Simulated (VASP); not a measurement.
# TiC (NiAs type) (P6_3/mmc) in VASP: notebook

Runs on TiC (NiAs type). Level: PBE. Tasks: single point.

Everything below comes from runs of VASP 6.6.1. Logs are shortened: lines on timing, memory, paths and dates and some standing lists are left out, and cuts for length are marked.

## Step 1: The cell of the first run

The structure is hexagonal, space group P6_3/mmc (No. 194). The conventional cell has a = 2.760 Å, b = 2.760 Å, c = 5.028 Å, α = 90.00°, β = 90.00°, γ = 120.00°. Ti (site symmetry -3m) has 6 C at 2.03 Å and 2 Ti at 2.51 Å within 2.7 Å. C (site symmetry -6m2) has 6 Ti at 2.03 Å within 2.7 Å.

## Step 2: Single point, PBE

Input file INCAR:

```
ALGO     = Normal         # electronic algorithm
EDIFF    = 1E-6           # SCF threshold, eV
ENCUT    = 520            # plane-wave cutoff, eV
GGA      = PE             # functional
ISIF     = 2              # what is computed and relaxed
ISMEAR   = -1             # smearing method
LASPH    = T              # aspherical terms in the spheres
LCHARG   = F              # write CHGCAR
LREAL    = F              # projectors in reciprocal space
LWAVE    = F              # write WAVECAR
NBANDS   = 24             # bands
NELM     = 60             # most SCF steps
PREC     = Accurate       # precision mode
SIGMA    = 0.05           # smearing width, eV
```

Input file KPOINTS:

```
k-points
0
Gamma
  11 11 7
```

Input file POSCAR:

```
TiC
1.0
    2.7596692806      0.0000000000      0.0000000000
   -1.3798346403      2.3899437030      0.0000000000
    0.0000000000      0.0000000000      5.0277677269
Ti C
2 2
Direct
    0.0000000000      0.0000000000      0.0000000000
    0.0000000000      0.0000000000      0.5000000000
    0.3333333333      0.6666666667      0.2500000000
    0.6666666667      0.3333333333      0.7500000000
```

Potentials or basis: VASP PAW PBE potentials, release 64 (Ti_sv, C).

Command:

```
$ cat potpaw_PBE.64/Ti_sv/POTCAR potpaw_PBE.64/C/POTCAR > POTCAR
$ mpirun -np 1 vasp_std > vasp.out
```

OUTCAR:

```text
EDIFF = 1E-6
   ENCUT = 520
   GGA = PE
   ISIF = 2
   ISMEAR = -1
   LASPH = T
   LREAL = F
   NELM = 60
   PREC = Accurate

 ion  position               nearest neighbor table
   1  0.000  0.000  0.000-   3 2.03   4 2.03   3 2.03   4 2.03   4 2.03   3 2.03   2 2.51   2 2.51

   2  0.000  0.000  0.500-   3 2.03   4 2.03   3 2.03   4 2.03   4 2.03   3 2.03   1 2.51   1 2.51

   3  0.333  0.667  0.250-   1 2.03   2 2.03   1 2.03   2 2.03   1 2.03   2 2.03
   4  0.667  0.333  0.750-   1 2.03   2 2.03   1 2.03   2 2.03   1 2.03   2 2.03

  LATTYP: Found a hexagonal cell.
 ALAT       =     2.7596692806
 C/A-ratio  =     1.8218732811

  Lattice vectors:

 A1 = (   2.7596692806,   0.0000000000,   0.0000000000)
 A2 = (  -1.3798346403,   2.3899437030,   0.0000000000)
 A3 = (   0.0000000000,   0.0000000000,   5.0277677269)

Analysis of symmetry for initial positions (statically):
=====================================================================
 Subroutine PRICEL returns:
 Original cell was already a primitive cell.

 Routine SETGRP: Setting up the symmetry group for a
 hexagonal supercell.

 Subroutine GETGRP returns: Found 24 space group operations
 (whereof 12 operations were pure point group operations)
 out of a pool of 24 trial point group operations.

The static configuration has the point symmetry D_3d.
 The point group associated with its full space group is D_6h.

Analysis of symmetry for dynamics (positions and initial velocities):
=====================================================================
 Subroutine PRICEL returns:
 Original cell was already a primitive cell.

 Routine SETGRP: Setting up the symmetry group for a
 hexagonal supercell.

 Subroutine GETGRP returns: Found 24 space group operations
 (whereof 12 operations were pure point group operations)
 out of a pool of 24 trial point group operations.

The dynamic configuration has the point symmetry D_3d.
 The point group associated with its full space group is D_6h.

 Subroutine INISYM returns: Found 24 space group operations
 (whereof 12 operations are pure point group operations),
 and found     1 'primitive' translations

----------------------------------------------------------------------------------------

                                     Primitive cell

  volume of cell :      33.1604

  direct lattice vectors                    reciprocal lattice vectors
     2.759669281  0.000000000  0.000000000     0.362362261  0.209209949  0.000000000
    -1.379834640  2.389943703  0.000000000     0.000000000  0.418419898  0.000000000
     0.000000000  0.000000000  5.027767727     0.000000000  0.000000000  0.198895425

  length of vectors
     2.759669281  2.759669281  5.027767727     0.418419898  0.418419898  0.198895425

  position of ions in fractional coordinates (direct lattice)
     0.000000000  0.000000000  0.000000000
     0.000000000  0.000000000  0.500000000
     0.333333333  0.666666667  0.250000000
     0.666666667  0.333333333  0.750000000

  ion indices of the primitive-cell ions
   primitive index   ion index
                 1           1
                 2           2
                 3           3
                 4           4

----------------------------------------------------------------------------------------

 KPOINTS: k-points

Automatic generation of k-mesh.
 Grid dimensions read from file:
 generate k-points for:   11   11    7

 Generating k-lattice:

  Cartesian coordinates                     Fractional coordinates (reciprocal lattice)
     0.032942024  0.019019086  0.000000000     0.090909091  0.000000000  0.000000000
     0.000000000  0.038038173  0.000000000     0.000000000  0.090909091  0.000000000
     0.000000000  0.000000000  0.028413632     0.000000000  0.000000000  0.142857143

  Length of vectors
     0.038038173  0.038038173  0.028413632

  Shift w.r.t. Gamma in fractional coordinates (k-lattice)
     0.000000000  0.000000000  0.000000000

 Subroutine IBZKPT returns following result:
 ===========================================

 Found     64 irreducible k-points:

 Following reciprocal coordinates:
            Coordinates               Weight
  0.000000  0.000000  0.000000      1.000000
  0.090909 -0.000000  0.000000      6.000000
  0.181818  0.000000  0.000000      6.000000
  0.272727  0.000000  0.000000      6.000000
  0.363636  0.000000  0.000000      6.000000
  0.454545  0.000000  0.000000      6.000000
[... 16 lines left out ...]
  0.090909  0.090909  0.142857     12.000000
  0.181818  0.090909  0.142857     24.000000
 [... further k-points ...]
   k-points           NKPTS =     64   k-points in BZ     NKDIM =     64   number of bands    NBANDS=     24
   number of dos      NEDOS =    301   number of ions     NIONS =      4
   total plane-waves  NPLWV =  23040
   dimension x,y,z NGX =    24 NGY =   24 NGZ =   40
   dimension x,y,z NGXF=    48 NGYF=   48 NGZF=   80
   ions per type =               2   2
   NGX,Y,Z   is equivalent  to a cutoff of  14.46, 14.46, 13.23 a.u.
   NGXF,Y,Z  is equivalent  to a cutoff of  28.92, 28.92, 26.45 a.u.
 SYSTEM =  unknown system
   PREC   = accura    normal or accurate (medium, high low for compatibility)
   ISTART =      0    job   : 0-new  1-cont  2-samecut
   ICHARG =      2    charge: 1-file 2-atom 10-const
   ISPIN  =      1    spin polarized calculation?
   LNONCOLLINEAR =      F non collinear calculations
   LSORBIT =      F    spin-orbit coupling
   LASPH  =      T    aspherical Exc in radial PAW
   ENCUT  =  520.0 eV  38.22 Ry    6.18 a.u.   5.13  5.13  9.35*2*pi/ulx,y,z
   NELM   =     60;   NELMIN=  2; NELMDL= -5     # of ELM steps
   EDIFF  = 0.1E-05   stopping-criterion for ELM
   LREAL  =      F    real-space projection
   EDIFFG = 0.1E-04   stopping-criterion for IOM
   NSW    =      0    number of steps for IOM
   IBRION =     -1    ionic relax: 0-MD 1-quasi-New 2-CG
   NFREE  =      0    steps in history (QN), initial steepest desc. (CG)
   ISIF   =      2    stress and relaxation
   ISYM   =      2    0-nonsym 1-usesym 2-fastsym
   POTIM  = 0.5000    time-step for ionic-motion
   TEBEG  =    0.0;   TEEND  =   0.0 temperature during run
   PSTRESS=    0.0 pullay stress
   NELECT =      32.0000    total number of electrons
   NUPDOWN=      -1.0000    fix difference up-down
   EMIN   =  10.00;   EMAX   =-10.00  energy-range for DOS
   EFERMI =   0.00;   METHOD = LEGACY
   ISMEAR =    -1;   SIGMA  =   0.05  broadening in eV -4-tet -1-fermi 0-gaus
   EFERMI_NEDOS =   21; number of points for ismear=-14 and -15
   IALGO  =     38    algorithm
   IMIX   =      4    mixing-type and parameters
     AMIX     =   0.40;   BMIX     =  1.00
     AMIX_MAG =   1.60;   BMIX_MAG =  1.00
  volume/ion in A,a.u.               =       8.29        55.94
  Fermi-wavevector in a.u.,A,eV,Ry     =   1.617775  3.057152 35.609123  2.617197
  Thomas-Fermi vector in A             =   2.712146
   LORBIT       =      0    0 simple, 1 ext, 2 COOP (PROOUT), +10 PAW based schemes
   GGA     = PE    functional components
   LHFCALC =     F    Hartree Fock is set to
   AEXX    =    0.0000 exact exchange contribution
   IVDW    =     0    specifies the selected vdW correction
   LEPSILON=     F    determine dielectric tensor
   LRPA    =     F    only Hartree local field effects (RPA)
 non-spin polarized calculation
  energy-cutoff  :      520.00
  volume of cell :       33.16
 maximum number of plane-waves:       905
 NGX is ok and might be reduce to    24
   NGX = 11   NGY = 11   NGZ = 19

 number of electron      31.9999995 magnetization

 Free energy of the ion-electron system (eV)
  ---------------------------------------------------
  ext. energy  EPLUGINS =         0.00000000
  ---------------------------------------------------
  free energy    TOTEN  =       -33.16532826 eV

  energy without entropy =      -33.15831697  energy(sigma->0) =      -33.16182261

 E-fermi :  11.7899     XC(G=0): -13.7355

 val. band max:       11.7695337928   @ k =   0.1818   0.0000   0.1429
 cond. band min:      11.7922400290   @ k =   0.0909   0.0909   0.0000
 fundamental gap:      0.0227062362
 Fermi energy:        11.7898615005

 k-point     1 :       0.0000    0.0000    0.0000
  band No.  band energies     occupation
      1     -44.1391      2.00000
      2     -43.9096      2.00000
      3     -21.1772      2.00000
      4     -19.9943      2.00000
      5     -19.9943      2.00000
      6     -19.8340      2.00000
[... 16 lines left out ...]
     23      16.3372      0.00000
     24      18.2496      0.00000

 k-point     2 :       0.0909   -0.0000    0.0000
  band No.  band energies     occupation
      1     -44.1250      2.00000
      2     -43.8967      2.00000
      3     -21.1542      2.00000
      4     -20.0852      2.00000
      5     -20.0135      2.00000
      6     -19.9116      2.00000
[... 16 lines left out ...]
     23      16.7542      0.00000
     24      18.2446      0.00000

 k-point     3 :       0.1818    0.0000    0.0000
  band No.  band energies     occupation
      1     -44.0871      2.00000
      2     -43.8619      2.00000
      3     -21.0918      2.00000
      4     -20.3238      2.00000
      5     -20.1168      2.00000
      6     -20.0647      2.00000
[... 16 lines left out ...]
     23      17.9498      0.00000
     24      18.3502      0.00000
[... 514 lines left out ...]
 k-point    23 :       0.0909    0.0909    0.1429
  band No.  band energies     occupation
      1     -44.0881      2.00000
      2     -43.8843      2.00000
      3     -21.0429      2.00000
      4     -20.2353      2.00000
      5     -20.0576      2.00000
      6     -20.0462      2.00000
[... 16 lines left out ...]
     23      17.7334      0.00000
     24      17.9193      0.00000

 k-point    24 :       0.1818    0.0909    0.1429
  band No.  band energies     occupation
      1     -44.0443      2.00000
      2     -43.8437      2.00000
      3     -20.9721      2.00000
      4     -20.4895      2.00000
      5     -20.2803      2.00000
      6     -20.1186      2.00000
[... 16 lines left out ...]
     23      17.9520      0.00000
     24      19.0390      0.00000

 [... further k-points ...]

------------------------ aborting loop because EDIFF is reached ----------------------------------------

  FORCE on cell =-STRESS in cart. coord.  units (eV):
  Direction    XX          YY          ZZ          XY          YZ          ZX
  --------------------------------------------------------------------------------------
  -------------------------------------------------------------------------------------
  Total       20.6283781     20.6283781     20.6101902      0.0000000      0.0000000      0.0000000
  in kB      996.6800111    996.6800111    995.8012470      0.0000000      0.0000000      0.0000000
  external PRESSURE =     996.3870897 kB  Pullay stress =       0.0000000 kB

 VOLUME and BASIS-vectors are now :
 -----------------------------------------------------------------------------
  energy-cutoff  :      520.00
  volume of cell :       33.16
      direct lattice vectors                 reciprocal lattice vectors
     2.759669281  0.000000000  0.000000000     0.362362261  0.209209949  0.000000000
    -1.379834640  2.389943703  0.000000000     0.000000000  0.418419898  0.000000000
     0.000000000  0.000000000  5.027767727     0.000000000  0.000000000  0.198895425

 POSITION                                       TOTAL-FORCE (eV/Angst)
 -----------------------------------------------------------------------------------
      0.00000      0.00000      0.00000        -0.000000     -0.000000      0.000000
      0.00000      0.00000      2.51388        -0.000000     -0.000000      0.000000
     -0.00000      1.59330      1.25694        -0.000000      0.000000     -0.000000
      1.37983      0.79665      3.77083         0.000000     -0.000000      0.000000
 -----------------------------------------------------------------------------------
    total drift:                               -0.000000      0.000000      0.000000

  FREE ENERGIE OF THE ION-ELECTRON SYSTEM (eV)
  ---------------------------------------------------
  free  energy   TOTEN  =       -33.1653282589 eV

  energy  without entropy=      -33.1583169656  energy(sigma->0) =      -33.16182261
```

Run time: 40 s. Hardware: 1 thread of Intel Xeon Platinum 8488C (Sapphire Rapids), shared host; peak memory 0.18 GiB.

Results:

```yaml
Free_energy: -33.1653 eV
Pressure: 99.6 GPa
Band_gap_on_the_k_mesh: zero (band 16 reaches 13.27 eV, above the bottom of band 17 at 11.47 eV)
```

Stress tensor (GPa, compression positive):
```
99.67  0.00  0.00
 0.00 99.67  0.00
 0.00  0.00 99.58
```

Levels at points of the mesh, in eV from the Fermi level:
| k point | band 14 | band 15 | band 16 | band 17 | band 18 | band 19 |
| --- | --- | --- | --- | --- | --- | --- |
| (0.00, 0.00, 0.00) | -1.60 | 1.48 | 1.48 | 1.55 | 1.63 | 1.63 |

## Step 3: Single point, PBE

Input file INCAR:

```
SYSTEM = TiC
PREC = Accurate
ENCUT = 520
EDIFF = 1E-6
ISMEAR = -1
SIGMA = 0.05
LREAL = .False.
LASPH = .True.
NELM = 60
ALGO = Normal
ISIF = 2
LWAVE = .False.
LCHARG = .False.
GGA = PE
NBANDS = 24
```

Input file KPOINTS:

```
regular mesh
0
Gamma
  11 11 7
  0 0 0
```

POSCAR, as its differences from that of step 2:

```diff
@@ -4,3 +4,3 @@
    -1.3798346403      2.3899437030      0.0000000000
-    0.0000000000      0.0000000000      5.0277677269
+    0.0000000000      0.0000000000      5.0277677270
 Ti C
```

Potentials or basis: VASP PAW PBE potentials, release 64 (Ti_sv, C).

Command:

```
$ cat potpaw_PBE.64/Ti_sv/POTCAR potpaw_PBE.64/C/POTCAR > POTCAR
$ mpirun -np 1 vasp_std > vasp.out
```

Run time: 46 s. Hardware: 1 thread of Intel Xeon Platinum 8488C (Sapphire Rapids), shared host; peak memory 0.18 GiB.

Results (log left out):

```yaml
Free_energy: -33.1653 eV
Pressure: 99.6 GPa
Band_gap_on_the_k_mesh: zero (band 16 reaches 13.27 eV, above the bottom of band 17 at 11.47 eV)
```

Stress tensor (GPa, compression positive):
```
99.67  0.00  0.00
 0.00 99.67  0.00
 0.00  0.00 99.58
```

Levels at points of the mesh, in eV from the Fermi level:
```csv
k point,band 14,band 15,band 16,band 17,band 18,band 19
"(0.00, 0.00, 0.00)",-1.60,1.48,1.48,1.55,1.63,1.63
```
